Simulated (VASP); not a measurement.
Wanted: the native input for a VASP 6.6.1 run.

```yaml
Task: single point
Functional: PBEsol
Potentials_or_basis: VASP PAW PBE potentials, release 64 (Zr_sv, S)
Cutoff: 520 eV
k_mesh: 14 × 14 × 14
Occupations: fermi-dirac, width 0.05 eV
Spin: no spin polarisation
Dipole_correction: no
Further_INCAR_settings: ALGO = Normal; EDIFF = 1e-06; NBANDS = 16
```

The structure of ZrS lies in POSCAR:

```
ZrS
1.0
    0.0000000000      2.6250000000      2.6250000000
    2.6250000000      0.0000000000      2.6250000000
    2.6250000000      2.6250000000      0.0000000000
Zr S
1 1
Direct
    0.0000000000      0.0000000000      0.0000000000
    0.5000000000      0.5000000000      0.5000000000
```

These files were run (other wordings do the same):

INCAR

```
SYSTEM = ZrS
ALGO = Normal ; EDIFF = 1E-6
ENCUT = 520 ; GGA = PS
ISIF = 2 ; ISMEAR = -1
LASPH = .True. ; LCHARG = .True.
LELF = .True. ; LREAL = .False.
LVHAR = .True. ; LWAVE = .False.
NBANDS = 16 ; NELM = 60
PREC = Accurate ; SIGMA = 0.05
```

KPOINTS

```
k-points
0
Gamma
  14 14 14
  0 0 0
```

Potentials or basis: VASP PAW PBE potentials, release 64 (Zr_sv, S).

The run is started by

```sh
$ cat potpaw_PBE.64/Zr_sv/POTCAR potpaw_PBE.64/S/POTCAR > POTCAR
$ mpirun -np 1 vasp_std > vasp.out
```

Results of the run:

| Quantity | Value |
| --- | --- |
| Pressure | -6.2 GPa |
| Band gap on the k mesh | zero (band 9 reaches 12.07 eV, above the bottom of band 10 at 9.24 eV) |

Caveat: the PAW data sets were made with another functional, which shifts forces and pressure a little.

It took 29 s on 1 thread of Intel(R) Xeon(R) 6975P-C (Granite Rapids), on a shared host, peak memory 0.2 GiB.
